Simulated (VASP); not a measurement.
# HfN (I4/mmm) in VASP: further runs

HfN is run at these levels: LDA; tasks: single point.

All numbers are computed with VASP 6.6.1; they aren't measurements. Logs are shortened: lines on timing, memory, paths and dates and some standing lists are left out, and cuts for length are marked.

## Step 1: The cell of the first run

It takes space group I4/mmm (No. 139, tetragonal). Conventional cell: a = 3.195 Å, b = 3.195 Å, c = 4.428 Å, α = 90.00°, β = 90.00°, γ = 90.00°. Hf (site symmetry 4/mmm) has 6 N at 2.21 to 2.26 Å within 2.9 Å. Within 2.9 Å of N (site symmetry 4/mmm) lie 6 Hf at 2.21 to 2.26 Å.

## Step 2: Single point, LDA (zz strain of -2 %)

The input, INCAR:

```
SYSTEM = HfN
PREC = Accurate ; ENCUT = 520
EDIFF = 1E-6 ; ISMEAR = -1
SIGMA = 0.03 ; LREAL = .FALSE.
LASPH = .TRUE. ; NELM = 80
ALGO = Normal ; ISIF = 2
LWAVE = .FALSE. ; LCHARG = .FALSE.
GGA = CA ; NBANDS = 14
```

The input, KPOINTS:

```
regular mesh
0
G
  10 10 10
  0 0 0
```

The input, POSCAR:

```
HfN
1.0
    0.0000000000      2.2590000000      2.2138200000
    2.2590000000      0.0000000000      2.2138200000
    2.2590000000      2.2590000000      0.0000000000
Hf N
1 1
Direct
    0.0000000000      0.0000000000      0.0000000000
    0.5000000000      0.5000000000      0.5000000000
```

Potentials or basis: VASP PAW LDA potentials, release 64 (Hf_pv, N).

Started as:

```
$ cat potpaw_LDA.64/Hf_pv/POTCAR potpaw_LDA.64/N/POTCAR > POTCAR
$ mpirun -np 1 vasp_std > vasp.out
```

OUTCAR:

```text
SYSTEM = HfN
   PREC = Accurate
   ENCUT = 520
   EDIFF = 1E-6
   ISMEAR = -1
   LREAL = .FALSE.
   LASPH = .TRUE.
   NELM = 80
   ISIF = 2
   GGA = CA

 ion  position               nearest neighbor table
   1  0.000  0.000  0.000-   2 2.21   2 2.21   2 2.26   2 2.26   2 2.26   2 2.26
   2  0.500  0.500  0.500-   1 2.21   1 2.21   1 2.26   1 2.26   1 2.26   1 2.26

  LATTYP: Found a body centered tetragonal cell.
 ALAT       =     3.1947084374
 C/A-ratio  =     1.3859292911

  Lattice vectors:

 A1 = (   0.0000000000,  -2.2590000000,  -2.2138200000)
 A2 = (   0.0000000000,   2.2590000000,  -2.2138200000)
 A3 = (   2.2590000000,   0.0000000000,   2.2138200000)

Analysis of symmetry for initial positions (statically):
=====================================================================
 Subroutine PRICEL returns:
 Original cell was already a primitive cell.

 Routine SETGRP: Setting up the symmetry group for a
 body centered tetragonal supercell.

 Subroutine GETGRP returns: Found 16 space group operations
 (whereof 16 operations were pure point group operations)
 out of a pool of 16 trial point group operations.

The static configuration has the point symmetry D_4h.

Analysis of symmetry for dynamics (positions and initial velocities):
=====================================================================
 Subroutine PRICEL returns:
 Original cell was already a primitive cell.

 Routine SETGRP: Setting up the symmetry group for a
 body centered tetragonal supercell.

 Subroutine GETGRP returns: Found 16 space group operations
 (whereof 16 operations were pure point group operations)
 out of a pool of 16 trial point group operations.

The dynamic configuration has the point symmetry D_4h.

 Subroutine INISYM returns: Found 16 space group operations
 (whereof 16 operations are pure point group operations),
 and found     1 'primitive' translations

----------------------------------------------------------------------------------------

                                     Primitive cell

  volume of cell :      22.5946

  direct lattice vectors                    reciprocal lattice vectors
     0.000000000  2.259000000  2.213820000    -0.221336875  0.221336875  0.225853954
     2.259000000  0.000000000  2.213820000     0.221336875 -0.221336875  0.225853954
     2.259000000  2.259000000  0.000000000     0.221336875  0.221336875 -0.225853954

  length of vectors
     3.162922698  3.162922698  3.194708437     0.385992270  0.385992270  0.385992270

  position of ions in fractional coordinates (direct lattice)
     0.000000000  0.000000000  0.000000000
     0.500000000  0.500000000  0.500000000

  ion indices of the primitive-cell ions
   primitive index   ion index
                 1           1
                 2           2

----------------------------------------------------------------------------------------

 KPOINTS: regular mesh

Automatic generation of k-mesh.
 Grid dimensions read from file:
 generate k-points for:   10   10   10

 Generating k-lattice:

  Cartesian coordinates                     Fractional coordinates (reciprocal lattice)
    -0.022133687  0.022133687  0.022585395     0.100000000  0.000000000  0.000000000
     0.022133687 -0.022133687  0.022585395     0.000000000  0.100000000  0.000000000
     0.022133687  0.022133687 -0.022585395    -0.000000000 -0.000000000  0.100000000

  Length of vectors
     0.038599227  0.038599227  0.038599227

  Shift w.r.t. Gamma in fractional coordinates (k-lattice)
     0.000000000  0.000000000  0.000000000

 Subroutine IBZKPT returns following result:
 ===========================================

 Found    102 irreducible k-points:

 Following reciprocal coordinates:
            Coordinates               Weight
  0.000000  0.000000  0.000000      1.000000
  0.100000  0.000000  0.000000      8.000000
  0.200000  0.000000  0.000000      8.000000
  0.300000  0.000000  0.000000      8.000000
  0.400000  0.000000  0.000000      8.000000
  0.500000  0.000000  0.000000      4.000000
[... 16 lines left out ...]
  0.300000  0.300000  0.000000      2.000000
  0.400000  0.300000  0.000000      8.000000
 [... further k-points ...]
   k-points           NKPTS =    102   k-points in BZ     NKDIM =    102   number of bands    NBANDS=     14
   number of dos      NEDOS =    301   number of ions     NIONS =      2
   total plane-waves  NPLWV =  13824
   dimension x,y,z NGX =    24 NGY =   24 NGZ =   24
   dimension x,y,z NGXF=    48 NGYF=   48 NGZF=   48
   ions per type =               1   1
   NGX,Y,Z   is equivalent  to a cutoff of  12.61, 12.61, 12.49 a.u.
   NGXF,Y,Z  is equivalent  to a cutoff of  25.23, 25.23, 24.98 a.u.
 SYSTEM =  HfN
   PREC   = accura    normal or accurate (medium, high low for compatibility)
   ISTART =      0    job   : 0-new  1-cont  2-samecut
   ICHARG =      2    charge: 1-file 2-atom 10-const
   ISPIN  =      1    spin polarized calculation?
   LNONCOLLINEAR =      F non collinear calculations
   LSORBIT =      F    spin-orbit coupling
   LASPH  =      T    aspherical Exc in radial PAW
   ENCUT  =  520.0 eV  38.22 Ry    6.18 a.u.   5.88  5.88  5.94*2*pi/ulx,y,z
   NELM   =     80;   NELMIN=  2; NELMDL= -5     # of ELM steps
   EDIFF  = 0.1E-05   stopping-criterion for ELM
   LREAL  =      F    real-space projection
   EDIFFG = 0.1E-04   stopping-criterion for IOM
   NSW    =      0    number of steps for IOM
   IBRION =     -1    ionic relax: 0-MD 1-quasi-New 2-CG
   NFREE  =      0    steps in history (QN), initial steepest desc. (CG)
   ISIF   =      2    stress and relaxation
   ISYM   =      2    0-nonsym 1-usesym 2-fastsym
   POTIM  = 0.5000    time-step for ionic-motion
   TEBEG  =    0.0;   TEEND  =   0.0 temperature during run
   PSTRESS=    0.0 pullay stress
   NELECT =      15.0000    total number of electrons
   NUPDOWN=      -1.0000    fix difference up-down
   EMIN   =  10.00;   EMAX   =-10.00  energy-range for DOS
   EFERMI =   0.00;   METHOD = LEGACY
   ISMEAR =    -1;   SIGMA  =   0.03  broadening in eV -4-tet -1-fermi 0-gaus
   EFERMI_NEDOS =   21; number of points for ismear=-14 and -15
   IALGO  =     38    algorithm
   IMIX   =      4    mixing-type and parameters
     AMIX     =   0.40;   BMIX     =  1.00
     AMIX_MAG =   1.60;   BMIX_MAG =  1.00
  volume/ion in A,a.u.               =      11.30        76.24
  Fermi-wavevector in a.u.,A,eV,Ry     =   1.428139  2.698790 27.750165  2.039580
  Thomas-Fermi vector in A             =   2.548233
   LORBIT       =      0    0 simple, 1 ext, 2 COOP (PROOUT), +10 PAW based schemes
   GGA     = CA    functional components
   LHFCALC =     F    Hartree Fock is set to
   AEXX    =    0.0000 exact exchange contribution
   IVDW    =     0    specifies the selected vdW correction
   LEPSILON=     F    determine dielectric tensor
   LRPA    =     F    only Hartree local field effects (RPA)
 non-spin polarized calculation
  energy-cutoff  :      520.00
  volume of cell :       22.59
 maximum number of plane-waves:       620
   NGX = 11   NGY = 11   NGZ = 11

 number of electron      14.9999998 magnetization

 Free energy of the ion-electron system (eV)
  ---------------------------------------------------
  ext. energy  EPLUGINS =         0.00000000
  ---------------------------------------------------
  free energy    TOTEN  =       -23.84921539 eV

  energy without entropy =      -23.84688171  energy(sigma->0) =      -23.84804855

 E-fermi :   8.4124     XC(G=0): -13.0831

 val. band max:        8.4111633687   @ k =   0.1000   0.0000   0.0000
 cond. band min:       8.4158741039   @ k =  -0.2000   0.4000   0.2000
 fundamental gap:      0.0047107352
 Fermi energy:         8.4124376898

 k-point     1 :       0.0000    0.0000    0.0000
  band No.  band energies     occupation
      1     -22.4784      2.00000
      2     -22.4784      2.00000
      3     -22.4591      2.00000
      4      -8.9770      2.00000
      5       5.3640      2.00000
      6       5.3640      2.00000
      7       5.4792      2.00000
      8       7.9054      2.00000
      9       7.9054      2.00000
     10       8.1313      1.99983
     11      10.1344      0.00000
     12      10.1817      0.00000
     13      10.9336      0.00000
     14      18.0820      0.00000

 k-point     2 :       0.1000    0.0000    0.0000
  band No.  band energies     occupation
      1     -22.5840      2.00000
      2     -22.4890      2.00000
      3     -22.4728      2.00000
      4      -8.7326      2.00000
      5       4.4670      2.00000
      6       4.7898      2.00000
      7       4.8752      2.00000
      8       8.2013      1.99824
      9       8.2581      1.98842
     10       8.4112      1.02124
     11      10.8781      0.00000
     12      10.9419      0.00000
     13      11.6479      0.00000
     14      18.8634      0.00000

 k-point     3 :       0.2000    0.0000    0.0000
  band No.  band energies     occupation
      1     -22.8636      2.00000
      2     -22.5167      2.00000
      3     -22.4932      2.00000
      4      -8.0766      2.00000
      5       2.7850      2.00000
      6       3.7637      2.00000
      7       3.8285      2.00000
      8       8.6579      0.00056
      9       9.1217      0.00000
     10       9.1846      0.00000
     11      12.4319      0.00000
     12      12.6445      0.00000
     13      13.2577      0.00000
     14      19.8267      0.00000

 k-point     4 :       0.3000    0.0000    0.0000
  band No.  band energies     occupation
      1     -23.1882      2.00000
      2     -22.5507      2.00000
      3     -22.5175      2.00000
      4      -7.2051      2.00000
      5       1.1561      2.00000
      6       2.8752      2.00000
      7       2.9166      2.00000
      8       9.4206      0.00000
      9      10.3303      0.00000
     10      10.3449      0.00000
     11      13.7719      0.00000
     12      14.5896      0.00000
     13      15.1182      0.00000
     14      19.8196      0.00000

 k-point     5 :       0.4000    0.0000    0.0000
  band No.  band energies     occupation
      1     -23.4359      2.00000
      2     -22.5778      2.00000
      3     -22.5370      2.00000
      4      -6.3959      2.00000
      5      -0.0835      2.00000
      6       2.3033      2.00000
      7       2.3276      2.00000
      8      10.6374      0.00000
      9      11.5181      0.00000
     10      11.6192      0.00000
     11      13.8712      0.00000
[... 276 lines left out ...]
 k-point    22 :      -0.2000    0.2000    0.0000
  band No.  band energies     occupation
      1     -23.1092      2.00000
      2     -22.7277      2.00000
      3     -22.5406      2.00000
      4      -7.2169      2.00000
      5       1.1026      2.00000
      6       2.6633      2.00000
      7       3.5615      2.00000
      8       9.4036      0.00000
      9       9.6337      0.00000
     10      11.8926      0.00000
     11      12.4291      0.00000
     12      14.9649      0.00000
     13      16.0509      0.00000
     14      19.8156      0.00000

 k-point    23 :       0.3000    0.3000    0.0000
  band No.  band energies     occupation
      1     -23.0933      2.00000
      2     -22.7158      2.00000
      3     -22.7158      2.00000
      4      -7.5378      2.00000
      5       1.5417      2.00000
      6       4.4530      2.00000
      7       4.4530      2.00000
      8       5.3789      2.00000
      9      11.5901      0.00000
     10      12.2000      0.00000
     11      12.6692      0.00000
     12      12.6692      0.00000
     13      18.0035      0.00000
     14      19.8209      0.00000

 k-point    24 :       0.4000    0.3000    0.0000
  band No.  band energies     occupation
      1     -23.2151      2.00000
      2     -22.7781      2.00000
      3     -22.7539      2.00000
      4      -7.4607      2.00000
      5       1.8289      2.00000
      6       3.7270      2.00000
      7       4.2122      2.00000
      8       5.8133      2.00000
      9      12.4666      0.00000
     10      13.0789      0.00000
     11      13.3117      0.00000
     12      13.3770      0.00000
     13      18.0847      0.00000
     14      19.7696      0.00000

 [... further k-points ...]
[... 5 lines left out ...]
  --------------------------------------------------------------------------------------
  -------------------------------------------------------------------------------------
  Total       -1.1308131     -1.1308131      0.2310447      0.0000000     -0.0000000     -0.0000000
  in kB      -80.1856506    -80.1856506     16.3833144      0.0000000     -0.0000000     -0.0000000
  external PRESSURE =     -47.9959956 kB  Pullay stress =       0.0000000 kB

 VOLUME and BASIS-vectors are now :
 -----------------------------------------------------------------------------
  energy-cutoff  :      520.00
  volume of cell :       22.59
      direct lattice vectors                 reciprocal lattice vectors
     0.000000000  2.259000000  2.213820000    -0.221336875  0.221336875  0.225853954
     2.259000000  0.000000000  2.213820000     0.221336875 -0.221336875  0.225853954
     2.259000000  2.259000000  0.000000000     0.221336875  0.221336875 -0.225853954

 POSITION                                       TOTAL-FORCE (eV/Angst)
 -----------------------------------------------------------------------------------
      0.00000      0.00000      0.00000        -0.000000     -0.000000      0.000000
      2.25900      2.25900      2.21382         0.000000      0.000000      0.000000
 -----------------------------------------------------------------------------------
    total drift:                                0.000000     -0.000000     -0.000000

  FREE ENERGIE OF THE ION-ELECTRON SYSTEM (eV)
  ---------------------------------------------------
  free  energy   TOTEN  =       -23.8492153946 eV

  energy  without entropy=      -23.8468817140  energy(sigma->0) =      -23.84804855
```

Wall time 29 s (1 thread of Intel Xeon Platinum 8259CL at 2.50GHz (Skylake/Cascade Lake), shared host); peak memory 0.15 GiB.

Results:

```yaml
Free_energy: -23.8492 eV
Pressure: -4.8 GPa
```

Levels at points of the mesh, in eV from the Fermi level:
```csv
k point,band 4,band 5,band 6,band 7,band 8,band 9,band 10,band 11,band 12,band 13
"(0.00, 0.00, 0.00)",-17.39,-3.05,-3.05,-2.93,-0.51,-0.51,-0.28,1.72,1.77,2.52
"(0.50, 0.00, 0.00)",-14.45,-8.99,-6.30,-6.29,3.33,3.68,3.82,4.63,8.78,9.24
"(0.50, 0.50, 0.00)",-16.26,-5.17,-3.99,-3.71,-3.71,4.13,5.62,5.62,5.87,8.35
"(0.50, 0.00, 0.50)",-16.28,-5.39,-3.92,-3.67,-3.56,4.07,5.47,5.76,5.94,8.12
```

Caveat: the cell differs from its parent crystal (zz strain of -2 %); spin-orbit coupling is left out, which moves the levels of the heavy elements.

## Step 3: Single point, LDA (zz strain of +1 %)

The input, INCAR:

```
PREC = Accurate
ENCUT = 520
EDIFF = 1E-6
ISMEAR = -1
SIGMA = 0.03
LREAL = False
LASPH = True
NELM = 60
ALGO = Normal
ISIF = 2
LWAVE = False
LCHARG = False
GGA = CA
NBANDS = 14
```

The input, KPOINTS:

```
Automatic mesh
0
Gamma
  10 10 10
```

The input, POSCAR:

```
HfN
1.0
    0.0000000000      2.2590000000      2.2815900000
    2.2590000000      0.0000000000      2.2815900000
    2.2590000000      2.2590000000      0.0000000000
Hf N
1 1
Direct
    0.0000000000      0.0000000000      0.0000000000
    0.5000000000      0.5000000000      0.5000000000
```

Potentials or basis: VASP PAW LDA potentials, release 64 (Hf_pv, N).

Started as:

```
$ cat potpaw_LDA.64/Hf_pv/POTCAR potpaw_LDA.64/N/POTCAR > POTCAR
$ mpirun -np 1 vasp_std > vasp.out
```

It took 30 s on 1 thread of Intel Xeon Platinum 8259CL at 2.50GHz (Skylake/Cascade Lake), shared host; peak memory 0.15 GiB.

It converged, with:

```
Free energy : -23.8171 eV
Pressure    : -13.1 GPa
```

Stress tensor (GPa, compression positive):
```
-11.87   0.00   0.00
  0.00 -11.87   0.00
  0.00   0.00 -15.49
```

Levels at points of the mesh, in eV from the Fermi level:
```csv
k point,band 6,band 7,band 8,band 9,band 10,band 11
"(0.00, 0.00, 0.00)",-2.95,-2.95,-0.48,-0.37,-0.37,1.64
"(0.50, 0.00, 0.00)",-6.14,-6.13,3.20,3.56,3.63,4.48
"(0.50, 0.50, 0.00)",-3.78,-3.60,-3.60,3.97,5.39,5.39
"(0.50, 0.00, 0.50)",-3.81,-3.67,-3.62,3.96,5.32,5.46
```

Caveat: the cell differs from its parent crystal (zz strain of +1 %); spin-orbit coupling is left out, which moves the levels of the heavy elements.

(Continued in part 2 of 2.)
